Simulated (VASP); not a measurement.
# MoS2 (R-3m) in VASP: notebook

MoS2 is run at these levels: PBEsol+D4; tasks: single point.

All numbers are computed with VASP 6.6.1; they aren't measurements. Logs are shortened: lines on timing, memory, paths and dates and some standing lists are left out, and cuts for length are marked.

### 1 The cell of the first run

The structure is trigonal, space group R-3m (No. 166). Conventional cell: a = 3.171 Å, b = 3.171 Å, c = 18.345 Å, α = 90.00°, β = 90.00°, γ = 120.00°. Within 3.2 Å of Mo (site symmetry -3m) lie 6 S at 2.39 Å and 6 Mo at 3.17 Å. S (site symmetry 3m) has 3 Mo at 2.39 Å and 6 S at 3.17 Å within 3.2 Å.

### 2 Single point, PBEsol+D4

Contents of INCAR:

```
  ALGO = Normal
  EDIFF = 1E-7
  ENCUT = 520
  GGA = PS
  ISIF = 2
  ISMEAR = 1
  IVDW = 13
  LASPH = True
  LCHARG = False
  LREAL = False
  LWAVE = False
  NBANDS = 20
  NELM = 100
  PREC = Accurate
  SIGMA = 0.5
```

Contents of KPOINTS:

```
k-points
0
Gamma
  11 11 11
```

Contents of POSCAR:

```
MoS2
1.0
    1.5855000000      0.9153900000      6.1150000000
   -1.5855000000      0.9153900000      6.1150000000
    0.0000000000     -1.8307800000      6.1150000000
Mo S
1 2
Direct
    0.0000000000      0.0000000000      0.0000000000
    0.7500000000      0.7500000000      0.7500000000
    0.2500000000      0.2500000000      0.2500000000
```

Potentials or basis: VASP PAW PBE potentials, release 64 (Mo_sv, S).

Run with:

```console
$ cat potpaw_PBE.64/Mo_sv/POTCAR potpaw_PBE.64/S/POTCAR > POTCAR
$ mpirun -np 1 vasp_std > vasp.out
```

OUTCAR:

```text
EDIFF = 1E-7
   ENCUT = 520
   GGA = PS
   ISIF = 2
   ISMEAR = 1
   IVDW = 13
   LASPH = True
   LREAL = False
   NELM = 100
   PREC = Accurate

 ion  position               nearest neighbor table
   1  0.000  0.000  0.000-   2 2.39   2 2.39   3 2.39   3 2.39   2 2.39   3 2.39
   2  0.750  0.750  0.750-   1 2.39   1 2.39   1 2.39
   3  0.250  0.250  0.250-   1 2.39   1 2.39   1 2.39

  LATTYP: Found a trigonal (rhomboedric) cell.
 ALAT       =     6.3831789966
 COS(alpha) =     0.8766073686

  Lattice vectors:

 A1 = (   1.5855000000,   0.9153900000,   6.1150000000)
 A2 = (  -1.5855000000,   0.9153900000,   6.1150000000)
 A3 = (   0.0000000000,  -1.8307800000,   6.1150000000)

Analysis of symmetry for initial positions (statically):
=====================================================================
 Subroutine PRICEL returns:
 Original cell was already a primitive cell.

 Routine SETGRP: Setting up the symmetry group for a
 trigonal (rhombohedral) supercell.

 Subroutine GETGRP returns: Found 12 space group operations
 (whereof 12 operations were pure point group operations)
 out of a pool of 12 trial point group operations.

The static configuration has the point symmetry D_3d.

Analysis of symmetry for dynamics (positions and initial velocities):
=====================================================================
 Subroutine PRICEL returns:
 Original cell was already a primitive cell.

 Routine SETGRP: Setting up the symmetry group for a
 trigonal (rhombohedral) supercell.

 Subroutine GETGRP returns: Found 12 space group operations
 (whereof 12 operations were pure point group operations)
 out of a pool of 12 trial point group operations.

The dynamic configuration has the point symmetry D_3d.

 Subroutine INISYM returns: Found 12 space group operations
 (whereof 12 operations are pure point group operations),
 and found     1 'primitive' translations

----------------------------------------------------------------------------------------

                                     Primitive cell

  volume of cell :      53.2501

  direct lattice vectors                    reciprocal lattice vectors
     1.585500000  0.915390000  6.115000000     0.315357931  0.182071758  0.054510766
    -1.585500000  0.915390000  6.115000000    -0.315357931  0.182071758  0.054510766
     0.000000000 -1.830780000  6.115000000     0.000000000 -0.364143516  0.054510766

  length of vectors
     6.383178997  6.383178997  6.383179491     0.368201268  0.368201268  0.368200929

  position of ions in fractional coordinates (direct lattice)
     0.000000000  0.000000000  0.000000000
     0.750000000  0.750000000  0.750000000
     0.250000000  0.250000000  0.250000000

  ion indices of the primitive-cell ions
   primitive index   ion index
                 1           1
                 2           2
                 3           3

----------------------------------------------------------------------------------------

 KPOINTS: k-points

Automatic generation of k-mesh.
 Grid dimensions read from file:
 generate k-points for:   11   11   11

 Generating k-lattice:

  Cartesian coordinates                     Fractional coordinates (reciprocal lattice)
     0.028668903  0.016551978  0.004955524     0.090909091  0.000000000  0.000000000
    -0.028668903  0.016551978  0.004955524     0.000000000  0.090909091  0.000000000
     0.000000000 -0.033103956  0.004955524     0.000000000  0.000000000  0.090909091

  Length of vectors
     0.033472843  0.033472843  0.033472812

  Shift w.r.t. Gamma in fractional coordinates (k-lattice)
     0.000000000  0.000000000  0.000000000

 Subroutine IBZKPT returns following result:
 ===========================================

 Found    146 irreducible k-points:

 Following reciprocal coordinates:
            Coordinates               Weight
  0.000000  0.000000  0.000000      1.000000
  0.090909  0.000000 -0.000000      6.000000
  0.181818  0.000000 -0.000000      6.000000
  0.272727  0.000000  0.000000      6.000000
  0.363636  0.000000 -0.000000      6.000000
  0.454545  0.000000 -0.000000      6.000000
[... 16 lines left out ...]
 -0.272727  0.181818 -0.000000     12.000000
 -0.181818  0.181818  0.000000      6.000000
 [... further k-points ...]
   k-points           NKPTS =    146   k-points in BZ     NKDIM =    146   number of bands    NBANDS=     20
   number of dos      NEDOS =    301   number of ions     NIONS =      3
   total plane-waves  NPLWV = 110592
   dimension x,y,z NGX =    48 NGY =   48 NGZ =   48
   dimension x,y,z NGXF=    96 NGYF=   96 NGZF=   96
   ions per type =               1   2
   NGX,Y,Z   is equivalent  to a cutoff of  12.50, 12.50, 12.50 a.u.
   NGXF,Y,Z  is equivalent  to a cutoff of  25.00, 25.00, 25.00 a.u.
 SYSTEM =  unknown system
   PREC   = accura    normal or accurate (medium, high low for compatibility)
   ISTART =      0    job   : 0-new  1-cont  2-samecut
   ICHARG =      2    charge: 1-file 2-atom 10-const
   ISPIN  =      1    spin polarized calculation?
   LNONCOLLINEAR =      F non collinear calculations
   LSORBIT =      F    spin-orbit coupling
   LASPH  =      T    aspherical Exc in radial PAW
   ENCUT  =  520.0 eV  38.22 Ry    6.18 a.u.  11.87 11.87 11.87*2*pi/ulx,y,z
   NELM   =    100;   NELMIN=  2; NELMDL= -5     # of ELM steps
   EDIFF  = 0.1E-06   stopping-criterion for ELM
   LREAL  =      F    real-space projection
   EDIFFG = 0.1E-05   stopping-criterion for IOM
   NSW    =      0    number of steps for IOM
   IBRION =     -1    ionic relax: 0-MD 1-quasi-New 2-CG
   NFREE  =      0    steps in history (QN), initial steepest desc. (CG)
   ISIF   =      2    stress and relaxation
   ISYM   =      2    0-nonsym 1-usesym 2-fastsym
   POTIM  = 0.5000    time-step for ionic-motion
   TEBEG  =    0.0;   TEEND  =   0.0 temperature during run
   PSTRESS=    0.0 pullay stress
   NELECT =      26.0000    total number of electrons
   NUPDOWN=      -1.0000    fix difference up-down
   EMIN   =  10.00;   EMAX   =-10.00  energy-range for DOS
   EFERMI =   0.00;   METHOD = LEGACY
   ISMEAR =     1;   SIGMA  =   0.50  broadening in eV -4-tet -1-fermi 0-gaus
   EFERMI_NEDOS =   21; number of points for ismear=-14 and -15
   IALGO  =     38    algorithm
   IMIX   =      4    mixing-type and parameters
     AMIX     =   0.40;   BMIX     =  1.00
     AMIX_MAG =   1.60;   BMIX_MAG =  1.00
  volume/ion in A,a.u.               =      17.75       119.78
  Fermi-wavevector in a.u.,A,eV,Ry     =   1.289118  2.436079 22.610494  1.661824
  Thomas-Fermi vector in A             =   2.421030
   LORBIT       =      0    0 simple, 1 ext, 2 COOP (PROOUT), +10 PAW based schemes
   GGA     = PS    functional components
   LHFCALC =     F    Hartree Fock is set to
   AEXX    =    0.0000 exact exchange contribution
   IVDW    =    13    specifies the selected vdW correction
   LEPSILON=     F    determine dielectric tensor
   LRPA    =     F    only Hartree local field effects (RPA)
 non-spin polarized calculation
 Methfessel and Paxton  Order N= 1 SIGMA  =   0.50
  energy-cutoff  :      520.00
  volume of cell :       53.25
 maximum number of plane-waves:      1452
   NGX = 23   NGY = 23   NGZ = 23

 number of electron      25.9999998 magnetization

 Free energy of the ion-electron system (eV)
  ---------------------------------------------------
  ext. energy  EPLUGINS =         0.00000000
  ---------------------------------------------------
  free energy    TOTEN  =       -22.58466836 eV

  energy without entropy =      -22.60847550  energy(sigma->0) =      -22.59260407

 E-fermi :   7.6681     XC(G=0): -11.0047

 val. band max:        7.6598223300   @ k =   0.0909   0.0000  -0.0000
 cond. band min:       7.6789666307   @ k =  -0.2727   0.4545   0.0909
 fundamental gap:      0.0191443007
 Fermi energy:         7.6680570221

 k-point     1 :       0.0000    0.0000    0.0000
  band No.  band energies     occupation
      1     -53.9889      2.00000
      2     -28.1010      2.00000
      3     -28.0119      2.00000
      4     -28.0119      2.00000
      5      -7.4869      2.00000
      6      -5.8278      2.00000
[... 12 lines left out ...]
     19      14.3173     -0.00000
     20      17.2347     -0.00000

 k-point     2 :       0.0909    0.0000   -0.0000
  band No.  band energies     occupation
      1     -53.9857      2.00000
      2     -28.0945      2.00000
      3     -28.0445      2.00000
      4     -28.0193      2.00000
      5      -7.3494      2.00000
      6      -5.8057      2.00000
[... 12 lines left out ...]
     19      14.7937     -0.00000
     20      16.7717     -0.00000

 k-point     3 :       0.1818    0.0000   -0.0000
  band No.  band energies     occupation
      1     -53.9770      2.00000
      2     -28.1314      2.00000
      3     -28.0768      2.00000
      4     -28.0390      2.00000
      5      -6.9627      2.00000
      6      -5.7385      2.00000
[... 12 lines left out ...]
     19      15.5146     -0.00000
     20      16.7782     -0.00000

 k-point     4 :       0.2727    0.0000    0.0000
  band No.  band energies     occupation
      1     -53.9656      2.00000
      2     -28.2432      2.00000
      3     -28.0648      2.00000
      4     -28.0538      2.00000
      5      -6.4236      2.00000
      6      -5.6081      2.00000
[... 12 lines left out ...]
     19      15.4775     -0.00000
     20      16.8077     -0.00000

 k-point     5 :       0.3636    0.0000   -0.0000
  band No.  band energies     occupation
      1     -53.9551      2.00000
      2     -28.3443      2.00000
      3     -28.0884      2.00000
      4     -28.0326      2.00000
      5      -5.9867      2.00000
      6      -5.3089      2.00000
[... 12 lines left out ...]
     19      15.0063     -0.00000
     20      15.8777     -0.00000

 k-point     6 :       0.4545    0.0000   -0.0000
  band No.  band energies     occupation
      1     -53.9489      2.00000
      2     -28.4036      2.00000
      3     -28.1023      2.00000
      4     -28.0199      2.00000
      5      -5.8357      2.00000
      6      -4.9239      2.00000
[... 12 lines left out ...]
     19      14.7178     -0.00000
     20      14.9528     -0.00000

 k-point     7 :       0.0909    0.0909   -0.0000
  band No.  band energies     occupation
      1     -53.9857      2.00000
      2     -28.0945      2.00000
      3     -28.0445      2.00000
      4     -28.0193      2.00000
      5      -7.3436      2.00000
      6      -5.8159      2.00000
[... 12 lines left out ...]
     19      14.8284     -0.00000
     20      16.7840     -0.00000
[... 277 lines left out ...]
 k-point    20 :       0.4545    0.1818   -0.0000
  band No.  band energies     occupation
      1     -53.9513      2.00000
      2     -28.3321      2.00000
      3     -28.1479      2.00000
      4     -28.0248      2.00000
      5      -5.6959      2.00000
      6      -5.3239      2.00000
[... 12 lines left out ...]
     19      15.5060     -0.00000
     20      16.1166     -0.00000

 k-point    21 :      -0.4545    0.1818    0.0000
  band No.  band energies     occupation
      1     -53.9460      2.00000
      2     -28.3669      2.00000
      3     -28.1752      2.00000
      4     -28.0142      2.00000
      5      -5.5758      2.00000
      6      -4.9891      2.00000
[... 12 lines left out ...]
     19      15.3737     -0.00000
     20      16.2209     -0.00000

 k-point    22 :      -0.3636    0.1818    0.0000
  band No.  band energies     occupation
      1     -53.9460      2.00000
      2     -28.3669      2.00000
      3     -28.1752      2.00000
      4     -28.0142      2.00000
      5      -5.5524      2.00000
      6      -5.0221      2.00000
[... 12 lines left out ...]
     19      15.4074     -0.00000
     20      16.3946     -0.00000

 k-point    23 :      -0.2727    0.1818   -0.0000
  band No.  band energies     occupation
      1     -53.9513      2.00000
      2     -28.3321      2.00000
      3     -28.1479      2.00000
      4     -28.0248      2.00000
      5      -5.6518      2.00000
      6      -5.3809      2.00000
[... 12 lines left out ...]
     19      15.6447     -0.00000
     20      16.1795     -0.00000

 k-point    24 :      -0.1818    0.1818    0.0000
  band No.  band energies     occupation
      1     -53.9601      2.00000
      2     -28.2703      2.00000
      3     -28.1046      2.00000
      4     -28.0424      2.00000
      5      -6.1058      2.00000
      6      -5.5753      2.00000
[... 12 lines left out ...]
     19      16.2076     -0.00000
     20      16.3098     -0.00000

 [... further k-points ...]

------------------------ aborting loop because EDIFF is reached ----------------------------------------

  DFT-D4 for vdW energy calculation

  Edisp (eV):   -0.73857

  FORCE on cell =-STRESS in cart. coord.  units (eV):
  Direction    XX          YY          ZZ          XY          YZ          ZX
  --------------------------------------------------------------------------------------
  -------------------------------------------------------------------------------------
  Total      -0.31614    -0.31614     1.32023     0.00000    -0.00000     0.00000
  in kB      -9.51191    -9.51194    39.72282     0.00000    -0.00000     0.00000
  external pressure =        6.90 kB  Pullay stress =        0.00 kB

 VOLUME and BASIS-vectors are now :
 -----------------------------------------------------------------------------
  energy-cutoff  :      520.00
  volume of cell :       53.25
      direct lattice vectors                 reciprocal lattice vectors
     1.585500000  0.915390000  6.115000000     0.315357931  0.182071758  0.054510766
    -1.585500000  0.915390000  6.115000000    -0.315357931  0.182071758  0.054510766
     0.000000000 -1.830780000  6.115000000     0.000000000 -0.364143516  0.054510766

 POSITION                                       TOTAL-FORCE (eV/Angst)
 -----------------------------------------------------------------------------------
      0.00000      0.00000      0.00000         0.000000     -0.000000      0.000000
      0.00000      0.00000     13.75875         0.000000     -0.000000      0.765262
      0.00000      0.00000      4.58625         0.000000      0.000000     -0.765262
 -----------------------------------------------------------------------------------
    total drift:                               -0.000000     -0.000000      0.000000

  FREE ENERGIE OF THE ION-ELECTRON SYSTEM (eV)
  ---------------------------------------------------
  free  energy   TOTEN  =       -23.3232365533 eV

  energy  without entropy=      -23.3470436910  energy(sigma->0) =      -23.33117227
```

It took 12 min on 1 thread of Intel Xeon Platinum 8259CL at 2.50GHz (Skylake/Cascade Lake), shared host; peak memory 0.4 GiB.

Results:

- Free energy: -23.3232 eV
- Pressure: 0.7 GPa
- Largest force: 0.765 eV/Å
- Band gap on the k mesh: zero (bands 13 and 14 overlap by 0.54 eV)
- Dispersion energy per atom: -0.246 eV

Forces in eV/Å, atoms in the order of the input:
```
Mo   0.000  0.000  0.000
S    0.000  0.000  0.765
S    0.000  0.000 -0.765
```

Stress tensor (GPa, compression positive):
```
-0.95  0.00  0.00
 0.00 -0.95  0.00
 0.00  0.00  3.97
```

Levels at points of the mesh, in eV from the Fermi level:
| k point | band 10 | band 11 | band 12 | band 13 | band 14 | band 15 | band 16 | band 17 |
| --- | --- | --- | --- | --- | --- | --- | --- | --- |
| (0.00, 0.00, 0.00) | -1.74 | -1.23 | -1.02 | -1.02 | -0.20 | -0.20 | 3.43 | 3.43 |

Caveat: so wide a smearing shifts energies and pressures; the PAW data sets were made with another functional, which shifts forces and pressure a little.

### 3 Single point, PBEsol+D4

Contents of INCAR:

```
ALGO     = Normal         # electronic algorithm
EDIFF    = 1E-6           # SCF threshold, eV
ENCUT    = 520            # plane-wave cutoff, eV
GGA      = PS             # functional
ISIF     = 2              # what is computed and relaxed
ISMEAR   = 1              # smearing method
IVDW     = 13             # dispersion correction
LASPH    = True           # aspherical terms in the spheres
LCHARG   = False          # write CHGCAR
LREAL    = False          # projectors in reciprocal space
LWAVE    = False          # write WAVECAR
NBANDS   = 20             # bands
NELM     = 60             # most SCF steps
PREC     = Accurate       # precision mode
SIGMA    = 0.3            # smearing width, eV
```

KPOINTS is that of step 2.

POSCAR is that of step 2.

Potentials or basis: VASP PAW PBE potentials, release 64 (Mo_sv, S).

Run with:

```console
$ cat potpaw_PBE.64/Mo_sv/POTCAR potpaw_PBE.64/S/POTCAR > POTCAR
$ mpirun -np 1 vasp_std > vasp.out
```

Wall time 11 min (1 thread of Intel Xeon Platinum 8259CL at 2.50GHz (Skylake/Cascade Lake), shared host); peak memory 0.4 GiB.

It converged, with:

* Free energy: -23.3288 eV
* Pressure: 0.8 GPa
* Largest force: 0.764 eV/Å
* Band gap on the k mesh: zero (bands 13 and 14 overlap by 0.54 eV)
* Dispersion energy per atom: -0.246 eV

Forces on the atoms (eV/Å):
```
Mo   0.000  0.000  0.000
S    0.000  0.000  0.764
S    0.000  0.000 -0.764
```

Stress tensor (GPa, compression positive):
```
-0.83  0.00  0.00
 0.00 -0.83  0.00
 0.00  0.00  3.94
```

Levels at points of the mesh, in eV from the Fermi level:
```
           k point  band 10  band 11  band 12  band 13  band 14  band 15  band 16  band 17
(0.00, 0.00, 0.00)    -1.80    -1.29    -1.08    -1.08    -0.26    -0.26     3.38     3.38
```

Caveat: so wide a smearing shifts energies and pressures; the PAW data sets were made with another functional, which shifts forces and pressure a little.
